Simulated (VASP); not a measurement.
# Li (P6_3/mmc) in VASP: single point with PBE

Aim: the single point of Li with PBE.

Program: VASP 6.6.1. These are calculated values, not measurements. Logs are shortened: lines on timing, memory, paths and dates and some standing lists are left out, and cuts for length are marked.

## Step 1: The cell of the first run

The structure is hexagonal, space group P6_3/mmc (No. 194). Conventional cell: a = 3.034 Å, b = 3.034 Å, c = 10.216 Å, α = 90.00°, β = 90.00°, γ = 120.00°. Li (site symmetry -3m) has 12 Li at 3.03 to 3.10 Å within 4.0 Å. Within 4.0 Å of Li (site symmetry -6m2) lie 12 Li at 3.03 to 3.10 Å.

## Step 2: Single point, PBE

INCAR reads:

```
SYSTEM = Li
ALGO     = Normal         ! electronic algorithm
EDIFF    = 1E-6           ! SCF threshold, eV
ENCUT    = 520            ! plane-wave cutoff, eV
GGA      = PE             ! functional
ISIF     = 2              ! what is computed and relaxed
ISMEAR   = 0              ! smearing method
LASPH    = .True.         ! aspherical terms in the spheres
LCHARG   = .True.         ! write CHGCAR
LELF     = .True.         ! ELF
LREAL    = .False.        ! projectors in reciprocal space
LVHAR    = .True.       
LWAVE    = .False.        ! write WAVECAR
NBANDS   = 14             ! bands
NELM     = 80             ! most SCF steps
PREC     = Accurate       ! precision mode
SIGMA    = 0.1            ! smearing width, eV
```

KPOINTS reads:

```
k-points
0
Gamma
  6 6 2
  0 0 0
```

POSCAR reads:

```
Li
1.0
    3.0343856762      0.0000000000      0.0000000000
   -1.5171928381      2.6278550805      0.0000000000
    0.0000000000      0.0000000000     10.2162076700
Li
4
Direct
    0.0000000000      0.0000000000      0.0000000000
    0.3333333300      0.6666666700      0.2500000000
    0.0000000000      0.0000000000      0.5000000000
    0.6666666700      0.3333333300      0.7500000000
```

Potentials or basis: VASP PAW PBE potentials, release 64 (Li_sv).

On the command line:

```console
$ cat potpaw_PBE.64/Li_sv/POTCAR > POTCAR
$ mpirun -np 1 vasp_std > vasp.out
```

OUTCAR:

```text
SYSTEM = Li
   EDIFF = 1E-6
   ENCUT = 520
   GGA = PE
   ISIF = 2
   ISMEAR = 0
   LASPH = .True.
   LREAL = .False.
   NELM = 80
   PREC = Accurate

 ion  position               nearest neighbor table
   1  0.000  0.000  0.000-
   2  0.333  0.667  0.250-
   3  0.000  0.000  0.500-
   4  0.667  0.333  0.750-

  LATTYP: Found a hexagonal cell.
 ALAT       =     3.0343856762
 C/A-ratio  =     3.3668125150

  Lattice vectors:

 A1 = (   3.0343856762,   0.0000000000,   0.0000000000)
 A2 = (  -1.5171928381,   2.6278550805,   0.0000000000)
 A3 = (   0.0000000000,   0.0000000000,  10.2162076700)

Analysis of symmetry for initial positions (statically):
=====================================================================
 Subroutine PRICEL returns:
 Original cell was already a primitive cell.

 Routine SETGRP: Setting up the symmetry group for a
 hexagonal supercell.

 Subroutine GETGRP returns: Found 24 space group operations
 (whereof 12 operations were pure point group operations)
 out of a pool of 24 trial point group operations.

The static configuration has the point symmetry D_3d.
 The point group associated with its full space group is D_6h.

Analysis of symmetry for dynamics (positions and initial velocities):
=====================================================================
 Subroutine PRICEL returns:
 Original cell was already a primitive cell.

 Routine SETGRP: Setting up the symmetry group for a
 hexagonal supercell.

 Subroutine GETGRP returns: Found 24 space group operations
 (whereof 12 operations were pure point group operations)
 out of a pool of 24 trial point group operations.

The dynamic configuration has the point symmetry D_3d.
 The point group associated with its full space group is D_6h.

 Subroutine INISYM returns: Found 24 space group operations
 (whereof 12 operations are pure point group operations),
 and found     1 'primitive' translations

----------------------------------------------------------------------------------------

                                     Primitive cell

  volume of cell :      81.4633

  direct lattice vectors                    reciprocal lattice vectors
     3.034385676  0.000000000  0.000000000     0.329555998  0.190269244  0.000000000
    -1.517192838  2.627855080  0.000000000     0.000000000  0.380538488  0.000000000
[... 88 lines left out ...]
   PSTRESS=    0.0 pullay stress
   NELECT =      12.0000    total number of electrons
   NUPDOWN=      -1.0000    fix difference up-down
   EMIN   =  10.00;   EMAX   =-10.00  energy-range for DOS
   EFERMI =   0.00;   METHOD = LEGACY
   ISMEAR =     0;   SIGMA  =   0.10  broadening in eV -4-tet -1-fermi 0-gaus
   EFERMI_NEDOS =   21; number of points for ismear=-14 and -15
   IALGO  =     38    algorithm
   IMIX   =      4    mixing-type and parameters
     AMIX     =   0.40;   BMIX     =  1.00
     AMIX_MAG =   1.60;   BMIX_MAG =  1.00
  volume/ion in A,a.u.               =      20.37       137.44
  Fermi-wavevector in a.u.,A,eV,Ry     =   0.864599  1.633855 10.170777  0.747531
  Thomas-Fermi vector in A             =   1.982719
   LORBIT       =      0    0 simple, 1 ext, 2 COOP (PROOUT), +10 PAW based schemes
   GGA     = PE    functional components
   LHFCALC =     F    Hartree Fock is set to
   AEXX    =    0.0000 exact exchange contribution
   IVDW    =     0    specifies the selected vdW correction
   LEPSILON=     F    determine dielectric tensor
   LRPA    =     F    only Hartree local field effects (RPA)
 non-spin polarized calculation
 Gauss-broadening in eV      SIGMA  =   0.10
  energy-cutoff  :      520.00
  volume of cell :       81.46
 maximum number of plane-waves:      2234
 NGX is ok and might be reduce to    24
   NGX = 11   NGY = 11   NGZ = 37

 number of electron      12.0000001 magnetization

 Free energy of the ion-electron system (eV)
  ---------------------------------------------------
  ext. energy  EPLUGINS =         0.00000000
  ---------------------------------------------------
  free energy    TOTEN  =        -7.60614570 eV

  energy without entropy =       -7.59675432  energy(sigma->0) =       -7.60145001

 E-fermi :   0.5339     XC(G=0):  -7.0327

 val. band max:        0.4410609869   @ k =   0.0000   0.0000   0.0000
 cond. band min:       0.6183133702   @ k =   0.5000  -0.0000   0.0000
 fundamental gap:      0.1772523833
 Fermi energy:         0.5338688794

 k-point     1 :       0.0000    0.0000    0.0000
  band No.  band energies     occupation
      1     -45.9255      2.00000
      2     -45.9182      2.00000
      3     -45.9169      2.00000
      4     -45.9098      2.00000
      5      -2.9424      2.00000
      6      -1.8757      2.00000
      7      -1.8744      2.00000
      8       0.4411      1.81065
      9       3.2797      0.00000
     10       8.0969      0.00000
     11       8.1000      0.00000
     12      13.4475      0.00000
     13      13.4475      0.00000
     14      13.9983      0.00000
[... 207 lines left out ...]
      1     -45.9035      2.00000
      2     -45.9035      2.00000
      3     -45.9022      2.00000
      4     -45.9022      2.00000
      5       2.2545      0.00000
      6       2.2545      0.00000
      7       2.8893      0.00000
      8       2.8893      0.00000
      9       3.1405      0.00000
     10       3.1405      0.00000
     11       4.6527      0.00000
     12       4.6527      0.00000
     13       6.9547      0.00000
     14       6.9547      0.00000

------------------------ aborting loop because EDIFF is reached ----------------------------------------

  FORCE on cell =-STRESS in cart. coord.  units (eV):
  Direction    XX          YY          ZZ          XY          YZ          ZX
  --------------------------------------------------------------------------------------
  -------------------------------------------------------------------------------------
  Total        0.3635685      0.3635685     -0.9124104     -0.0000000      0.0000000      0.0000000
  in kB        7.1504753      7.1504753    -17.9448115     -0.0000000      0.0000000      0.0000000
  external PRESSURE =      -1.2146203 kB  Pullay stress =       0.0000000 kB

 VOLUME and BASIS-vectors are now :
 -----------------------------------------------------------------------------
  energy-cutoff  :      520.00
  volume of cell :       81.46
      direct lattice vectors                 reciprocal lattice vectors
     3.034385676  0.000000000  0.000000000     0.329555998  0.190269244  0.000000000
    -1.517192838  2.627855080  0.000000000     0.000000000  0.380538488  0.000000000
     0.000000000  0.000000000 10.216207670     0.000000000  0.000000000  0.097883680

 POSITION                                       TOTAL-FORCE (eV/Angst)
 -----------------------------------------------------------------------------------
      0.00000      0.00000      0.00000         0.000000      0.000000     -0.000000
     -0.00000      1.75190      2.55405        -0.000000      0.000000      0.000000
      0.00000      0.00000      5.10810         0.000000      0.000000     -0.000000
      1.51719      0.87595      7.66216         0.000000     -0.000000      0.000000
 -----------------------------------------------------------------------------------
    total drift:                                0.000000      0.000000      0.000000

  FREE ENERGIE OF THE ION-ELECTRON SYSTEM (eV)
  ---------------------------------------------------
  free  energy   TOTEN  =        -7.6061456967 eV

  energy  without entropy=       -7.5967543235  energy(sigma->0) =       -7.60145001
```

OSZICAR:

```text
N       E                     dE             d eps       ncg     rms          rms(c)
DAV:   1     0.430144550580E+02    0.43014E+02   -0.49141E+03   392   0.813E+02
DAV:   2     0.309030523472E+01   -0.39924E+02   -0.38776E+02   464   0.191E+02
DAV:   3    -0.734805250953E+01   -0.10438E+02   -0.10306E+02   748   0.473E+01
DAV:   4    -0.759903520297E+01   -0.25098E+00   -0.25080E+00   518   0.132E+01
DAV:   5    -0.761255353148E+01   -0.13518E-01   -0.13517E-01   642   0.208E+00    0.439E-01
DAV:   6    -0.760819650838E+01    0.43570E-02   -0.29924E-03   686   0.363E-01    0.255E-01
DAV:   7    -0.760614999910E+01    0.20465E-02   -0.35720E-03   766   0.273E-01    0.598E-02
DAV:   8    -0.760620276501E+01   -0.52766E-04   -0.15562E-04   564   0.105E-01    0.409E-02
DAV:   9    -0.760615686074E+01    0.45904E-04   -0.25653E-05   670   0.450E-02    0.211E-03
DAV:  10    -0.760614795612E+01    0.89046E-05   -0.43863E-06   534   0.142E-02    0.136E-03
DAV:  11    -0.760614649393E+01    0.14622E-05   -0.17712E-07   358   0.407E-03    0.445E-04
DAV:  12    -0.760614569675E+01    0.79719E-06   -0.56018E-08   304   0.195E-03
   1 F= -.76061457E+01 E0= -.76014500E+01  d E =-.939137E-02
```

stdout:

```text
POSCAR found type information on POSCAR Li
 POSCAR found :  1 types and       4 ions
 scaLAPACK will be used
 LDA part: xc-table for (Slater+PW92), standard interpolation
 POSCAR, INCAR and KPOINTS ok, starting setup
 FFT: planning ... GRIDC
 FFT: planning ... GRID_SOFT
 FFT: planning ... GRID
 WAVECAR not read
 entering main loop
```

It took 9.7 s on 1 thread of Intel Xeon 6975P-C (Granite Rapids), shared host; peak memory 0.18 GiB.

Results:

```
Free energy            : -7.6061 eV
Band gap on the k mesh : zero (band 6 reaches 2.27 eV, above the bottom of band 7 at -1.87 eV)
```

Caveat: the k points lie up to 0.40 Å⁻¹ apart; the cutoff is under 1.25 times the usual one of these potentials, so pressure, stress and relaxed cells hold a basis-set (Pulay) error.
